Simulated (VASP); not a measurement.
# CdS (lda) (P6_3mc) in VASP: further runs

The runs below take CdS (lda) through single point, with LDA.

Program: VASP 6.6.1. These are calculated values, not measurements. Logs are shortened: lines on timing, memory, paths and dates and some standing lists are left out, and cuts for length are marked.

**1. The cell of the first run**

Symmetry: P6_3mc, No. 186, hexagonal system. Conventional cell: a = 4.074 Å, b = 4.074 Å, c = 6.637 Å, α = 90.00°, β = 90.00°, γ = 120.00°. Cd (site symmetry 3m) has 4 S at 2.49 to 2.50 Å within 3.3 Å. Within 3.3 Å of S (site symmetry 3m) lie 4 Cd at 2.49 to 2.50 Å.

**2. Single point, LDA**

Input file INCAR:

```
SYSTEM = CdS
ALGO     = Normal         ! electronic algorithm
EDIFF    = 1E-6           ! SCF threshold, eV
ENCUT    = 500            ! plane-wave cutoff, eV
GGA      = CA             ! functional
GGA_COMPAT= .False.      
ISIF     = 2              ! what is computed and relaxed
ISMEAR   = 0              ! smearing method
LASPH    = .True.         ! aspherical terms in the spheres
LCHARG   = .True.         ! write CHGCAR
LELF     = .True.         ! ELF
LREAL    = .False.        ! projectors in reciprocal space
LVHAR    = .True.       
LWAVE    = .False.        ! write WAVECAR
NBANDS   = 26             ! bands
NELM     = 120            ! most SCF steps
PREC     = Accurate       ! precision mode
SIGMA    = 0.02           ! smearing width, eV
```

Input file KPOINTS:

```
k-points
0
Gamma
  6 6 4
  0 0 0
```

Input file POSCAR:

```
CdS
1.0
    4.0744305877      0.0000000000      0.0000000000
   -2.0372152939      3.5285603949      0.0000000000
    0.0000000000      0.0000000000      6.6373564174
Cd S
2 2
Direct
    0.3333333333      0.6666666667      0.0004381584
    0.6666666667      0.3333333333      0.5004381584
    0.3333333333      0.6666666667      0.3765618416
    0.6666666667      0.3333333333      0.8765618416
```

Potentials or basis: VASP PAW LDA potentials, release 64 (Cd, S).

On the command line:

```bash
> cat potpaw_LDA.64/Cd/POTCAR potpaw_LDA.64/S/POTCAR > POTCAR
> mpirun -np 1 vasp_std > vasp.out
```

OUTCAR:

```text
SYSTEM = CdS
   EDIFF = 1E-6
   ENCUT = 500
   GGA = CA
   ISIF = 2
   ISMEAR = 0
   LASPH = .True.
   LREAL = .False.
   NELM = 120
   PREC = Accurate

 ion  position               nearest neighbor table
   1  0.333  0.667  0.000-   4 2.49   4 2.49   4 2.49   3 2.50
   2  0.667  0.333  0.500-   3 2.49   3 2.49   3 2.49   4 2.50
   3  0.333  0.667  0.377-   2 2.49   2 2.49   2 2.49   1 2.50
   4  0.667  0.333  0.877-   1 2.49   1 2.49   1 2.49   2 2.50

  LATTYP: Found a hexagonal cell.
 ALAT       =     4.0744305877
 C/A-ratio  =     1.6290267498

  Lattice vectors:

 A1 = (   4.0744305877,   0.0000000000,   0.0000000000)
 A2 = (  -2.0372152939,   3.5285603949,   0.0000000000)
 A3 = (   0.0000000000,   0.0000000000,   6.6373564174)

Analysis of symmetry for initial positions (statically):
=====================================================================
 Subroutine PRICEL returns:
 Original cell was already a primitive cell.

 Routine SETGRP: Setting up the symmetry group for a
 hexagonal supercell.

 Subroutine GETGRP returns: Found 12 space group operations
 (whereof  6 operations were pure point group operations)
 out of a pool of 24 trial point group operations.

The static configuration has the point symmetry C_3v.
 The point group associated with its full space group is C_6v.

Analysis of symmetry for dynamics (positions and initial velocities):
=====================================================================
 Subroutine PRICEL returns:
 Original cell was already a primitive cell.

 Routine SETGRP: Setting up the symmetry group for a
 hexagonal supercell.

 Subroutine GETGRP returns: Found 12 space group operations
 (whereof  6 operations were pure point group operations)
 out of a pool of 24 trial point group operations.

The dynamic configuration has the point symmetry C_3v.
 The point group associated with its full space group is C_6v.

 Subroutine INISYM returns: Found 12 space group operations
 (whereof  6 operations are pure point group operations),
 and found     1 'primitive' translations

----------------------------------------------------------------------------------------

                                     Primitive cell

  volume of cell :      95.4244

  direct lattice vectors                    reciprocal lattice vectors
     4.074430588  0.000000000  0.000000000     0.245433068  0.141700848  0.000000000
    -2.037215294  3.528560395  0.000000000     0.000000000  0.283401696  0.000000000
     0.000000000  0.000000000  6.637356417     0.000000000  0.000000000  0.150662393

  length of vectors
     4.074430588  4.074430588  6.637356417     0.283401696  0.283401696  0.150662393

  position of ions in fractional coordinates (direct lattice)
     0.333333333  0.666666667  0.000438158
     0.666666667  0.333333333  0.500438158
     0.333333333  0.666666667  0.376561842
     0.666666667  0.333333333  0.876561842

  ion indices of the primitive-cell ions
   primitive index   ion index
                 1           1
                 2           2
                 3           3
                 4           4

----------------------------------------------------------------------------------------

 KPOINTS: k-points

Automatic generation of k-mesh.
 Grid dimensions read from file:
 generate k-points for:    6    6    4

 Generating k-lattice:

  Cartesian coordinates                     Fractional coordinates (reciprocal lattice)
     0.040905511  0.023616808  0.000000000     0.166666667  0.000000000  0.000000000
     0.000000000  0.047233616  0.000000000     0.000000000  0.166666667  0.000000000
     0.000000000  0.000000000  0.037665598     0.000000000  0.000000000  0.250000000

  Length of vectors
     0.047233616  0.047233616  0.037665598

  Shift w.r.t. Gamma in fractional coordinates (k-lattice)
     0.000000000  0.000000000  0.000000000

 Subroutine IBZKPT returns following result:
 ===========================================

 Found     21 irreducible k-points:

 Following reciprocal coordinates:
            Coordinates               Weight
  0.000000  0.000000  0.000000      1.000000
  0.166667  0.000000  0.000000      6.000000
  0.333333 -0.000000  0.000000      6.000000
  0.500000  0.000000  0.000000      3.000000
  0.166667  0.166667  0.000000      6.000000
  0.333333  0.166667  0.000000     12.000000
[... 13 lines left out ...]
  0.333333  0.166667  0.500000     12.000000
  0.333333  0.333333  0.500000      2.000000
   k-points           NKPTS =     21   k-points in BZ     NKDIM =     21   number of bands    NBANDS=     26
   number of dos      NEDOS =    301   number of ions     NIONS =      4
   total plane-waves  NPLWV =  43200
   dimension x,y,z NGX =    30 NGY =   30 NGZ =   48
   dimension x,y,z NGXF=    60 NGYF=   60 NGZF=   96
   ions per type =               2   2
   NGX,Y,Z   is equivalent  to a cutoff of  12.24, 12.24, 12.02 a.u.
   NGXF,Y,Z  is equivalent  to a cutoff of  24.48, 24.48, 24.05 a.u.
 SYSTEM =  CdS
   PREC   = accura    normal or accurate (medium, high low for compatibility)
   ISTART =      0    job   : 0-new  1-cont  2-samecut
   ICHARG =      2    charge: 1-file 2-atom 10-const
   ISPIN  =      1    spin polarized calculation?
   LNONCOLLINEAR =      F non collinear calculations
   LSORBIT =      F    spin-orbit coupling
   LASPH  =      T    aspherical Exc in radial PAW
   ENCUT  =  500.0 eV  36.75 Ry    6.06 a.u.   7.43  7.43 12.10*2*pi/ulx,y,z
   NELM   =    120;   NELMIN=  2; NELMDL= -5     # of ELM steps
   EDIFF  = 0.1E-05   stopping-criterion for ELM
   LREAL  =      F    real-space projection
   EDIFFG = 0.1E-04   stopping-criterion for IOM
   NSW    =      0    number of steps for IOM
   IBRION =     -1    ionic relax: 0-MD 1-quasi-New 2-CG
   NFREE  =      0    steps in history (QN), initial steepest desc. (CG)
   ISIF   =      2    stress and relaxation
   ISYM   =      2    0-nonsym 1-usesym 2-fastsym
   POTIM  = 0.5000    time-step for ionic-motion
   TEBEG  =    0.0;   TEEND  =   0.0 temperature during run
   PSTRESS=    0.0 pullay stress
   NELECT =      36.0000    total number of electrons
   NUPDOWN=      -1.0000    fix difference up-down
   EMIN   =  10.00;   EMAX   =-10.00  energy-range for DOS
   EFERMI =   0.00;   METHOD = LEGACY
   ISMEAR =     0;   SIGMA  =   0.02  broadening in eV -4-tet -1-fermi 0-gaus
   EFERMI_NEDOS =   21; number of points for ismear=-14 and -15
   IALGO  =     38    algorithm
   IMIX   =      4    mixing-type and parameters
     AMIX     =   0.40;   BMIX     =  1.00
     AMIX_MAG =   1.60;   BMIX_MAG =  1.00
  volume/ion in A,a.u.               =      23.86       160.99
  Fermi-wavevector in a.u.,A,eV,Ry     =   1.182921  2.235397 19.038665  1.399302
  Thomas-Fermi vector in A             =   2.319166
   LORBIT       =      0    0 simple, 1 ext, 2 COOP (PROOUT), +10 PAW based schemes
   GGA     = CA    functional components
   LHFCALC =     F    Hartree Fock is set to
   AEXX    =    0.0000 exact exchange contribution
   IVDW    =     0    specifies the selected vdW correction
   LEPSILON=     F    determine dielectric tensor
   LRPA    =     F    only Hartree local field effects (RPA)
 non-spin polarized calculation
 Gauss-broadening in eV      SIGMA  =   0.02
  energy-cutoff  :      500.00
  volume of cell :       95.42
 maximum number of plane-waves:      2442
 NGX is ok and might be reduce to    30
   NGX = 15   NGY = 15   NGZ = 25

 number of electron      36.0000011 magnetization

 Free energy of the ion-electron system (eV)
  ---------------------------------------------------
  ext. energy  EPLUGINS =         0.00000000
  ---------------------------------------------------
  free energy    TOTEN  =       -14.81455817 eV

  energy without entropy =      -14.81455817  energy(sigma->0) =      -14.81455817

 E-fermi :   1.5815     XC(G=0):  -9.7588

 val. band max:        1.4798533384   @ k =   0.0000   0.0000   0.0000
 cond. band min:       2.5348221800   @ k =   0.0000   0.0000   0.0000
 fundamental gap:      1.0549688416
 Fermi energy:         1.5815156283

 k-point     1 :       0.0000    0.0000    0.0000
  band No.  band energies     occupation
      1     -11.1331      2.00000
      2     -10.6447      2.00000
      3      -6.4393      2.00000
      4      -6.4284      2.00000
      5      -6.4284      2.00000
      6      -6.3347      2.00000
[... 18 lines left out ...]
     25       8.9390      0.00000
     26       9.0696      0.00000

 k-point     2 :       0.1667    0.0000    0.0000
  band No.  band energies     occupation
      1     -11.0255      2.00000
      2     -10.5986      2.00000
      3      -6.4042      2.00000
      4      -6.3863      2.00000
      5      -6.3572      2.00000
      6      -6.2831      2.00000
[... 18 lines left out ...]
     25       8.8796      0.00000
     26       9.5482      0.00000

 k-point     3 :       0.3333   -0.0000    0.0000
  band No.  band energies     occupation
      1     -10.7928      2.00000
      2     -10.5215      2.00000
      3      -6.3443      2.00000
      4      -6.3227      2.00000
      5      -6.1961      2.00000
      6      -6.1496      2.00000
[... 18 lines left out ...]
     25       9.6400      0.00000
     26      10.2779      0.00000

 k-point     4 :       0.5000    0.0000    0.0000
  band No.  band energies     occupation
      1     -10.6556      2.00000
      2     -10.5033      2.00000
      3      -6.3288      2.00000
      4      -6.3039      2.00000
      5      -6.1038      2.00000
      6      -6.0908      2.00000
[... 18 lines left out ...]
     25       9.6916      0.00000
     26      11.6071      0.00000
[... 409 lines left out ...]
      1     -10.6857      2.00000
      2     -10.6857      2.00000
      3      -6.2923      2.00000
      4      -6.2923      2.00000
      5      -6.2625      2.00000
      6      -6.2625      2.00000
[... 18 lines left out ...]
     25       9.3481      0.00000
     26       9.3481      0.00000

 k-point    20 :       0.3333    0.1667    0.5000
  band No.  band energies     occupation
      1     -10.5677      2.00000
      2     -10.5677      2.00000
      3      -6.2661      2.00000
      4      -6.2661      2.00000
      5      -6.2051      2.00000
      6      -6.2051      2.00000
[... 18 lines left out ...]
     25       9.8410      0.00000
     26       9.8410      0.00000

 k-point    21 :       0.3333    0.3333    0.5000
  band No.  band energies     occupation
      1     -10.5299      2.00000
      2     -10.5299      2.00000
      3      -6.2276      2.00000
      4      -6.2276      2.00000
      5      -6.2079      2.00000
      6      -6.2079      2.00000
[... 18 lines left out ...]
     25      10.6454      0.00000
     26      10.6454      0.00000

------------------------ aborting loop because EDIFF is reached ----------------------------------------

  FORCE on cell =-STRESS in cart. coord.  units (eV):
  Direction    XX          YY          ZZ          XY          YZ          ZX
  --------------------------------------------------------------------------------------
  -------------------------------------------------------------------------------------
  Total        0.3132835      0.3132835      0.3170303     -0.0000000      0.0000000      0.0000000
  in kB        5.2600335      5.2600335      5.3229424     -0.0000000      0.0000000      0.0000000
  external PRESSURE =       5.2810032 kB  Pullay stress =       0.0000000 kB

 VOLUME and BASIS-vectors are now :
 -----------------------------------------------------------------------------
  energy-cutoff  :      500.00
  volume of cell :       95.42
      direct lattice vectors                 reciprocal lattice vectors
     4.074430588  0.000000000  0.000000000     0.245433068  0.141700848  0.000000000
    -2.037215294  3.528560395  0.000000000     0.000000000  0.283401696  0.000000000
     0.000000000  0.000000000  6.637356417     0.000000000  0.000000000  0.150662393

 POSITION                                       TOTAL-FORCE (eV/Angst)
 -----------------------------------------------------------------------------------
     -0.00000      2.35237      0.00291        -0.000000      0.000000      0.001215
      2.03722      1.17619      3.32159        -0.000000      0.000000      0.001215
     -0.00000      2.35237      2.49938        -0.000000      0.000000     -0.001215
      2.03722      1.17619      5.81805         0.000000     -0.000000     -0.001215
 -----------------------------------------------------------------------------------
    total drift:                               -0.000000      0.000000      0.000221

  FREE ENERGIE OF THE ION-ELECTRON SYSTEM (eV)
  ---------------------------------------------------
  free  energy   TOTEN  =       -14.8145581721 eV

  energy  without entropy=      -14.8145581721  energy(sigma->0) =      -14.81455817
```

It took 24 s on 1 thread of Intel Xeon 6975P-C (Granite Rapids), shared host; peak memory 0.18 GiB.

Results:

```yaml
Free_energy: -14.8146 eV
Pressure: 0.5 GPa
Band_gap_on_the_k_mesh: 1.05 eV, direct
```

Levels at points of the mesh, in eV from the valence-band top:
| k point | band 16 | band 17 | band 18 | band 19 | band 20 | band 21 |
| --- | --- | --- | --- | --- | --- | --- |
| (0.00, 0.00, 0.00) | -0.06 | 0.00 | 0.00 | 1.05 | 2.63 | 6.28 |
| (0.50, 0.00, 0.00) | -2.07 | -1.46 | -0.84 | 3.62 | 3.66 | 4.87 |
| (0.00, 0.00, 0.50) | -0.44 | -0.44 | -0.44 | 2.73 | 2.73 | 6.02 |
| (0.50, 0.00, 0.50) | -1.49 | -1.47 | -1.47 | 3.26 | 3.26 | 5.22 |

A hybrid or GW would open this gap; LDA tends to underestimate it.

[end of part 1 of 2]
